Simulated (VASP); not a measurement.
A run of VASP 6.6.1 is set up as follows.

File INCAR:

```
SYSTEM = ZrB2
PREC     = Accurate       ! precision mode
ENCUT    = 520            ! plane-wave cutoff, eV
EDIFF    = 1E-6           ! SCF threshold, eV
ISMEAR   = 0              ! smearing method
SIGMA    = 0.15           ! smearing width, eV
LREAL    = .FALSE.        ! projectors in reciprocal space
LASPH    = .TRUE.         ! aspherical terms in the spheres
NELM     = 80             ! most SCF steps
ALGO     = Normal         ! electronic algorithm
ISIF     = 2              ! what is computed and relaxed
LWAVE    = .FALSE.        ! write WAVECAR
LCHARG   = .FALSE.        ! write CHGCAR
GGA      = PS             ! functional
NBANDS   = 16             ! bands
```

The input KPOINTS:

```
regular mesh
0
G
  15 15 12
  0 0 0
```

The input POSCAR:

```
ZrB2
1.0
    3.0917000000      0.0000000000      0.0000000000
   -1.5458500000      2.6774907409      0.0000000000
    0.0000000000      0.0000000000      3.4483000000
Zr B
1 2
Direct
    0.0000000000      0.0000000000      0.0000000000
    0.3333333333      0.6666666667      0.5000000000
    0.6666666667      0.3333333333      0.5000000000
```

Potentials or basis: VASP PAW PBE potentials, release 64 (Zr_sv, B).

Command:

```bash
$ cat potpaw_PBE.64/Zr_sv/POTCAR potpaw_PBE.64/B/POTCAR > POTCAR
$ mpirun -np 1 vasp_std > vasp.out
```

Q: What does it give for the pressure?

A: 16.5 GPa.

Q: What does it give for the band gap on the k mesh?

A: Zero (band 9 reaches 12.09 eV, above the bottom of band 10 at 10.99 eV).

Stress tensor (GPa, compression positive):
```
17.29  0.00  0.00
 0.00 17.29  0.00
 0.00  0.00 14.88
```

Caveat: the PAW data sets were made with another functional, which shifts forces and pressure a little.
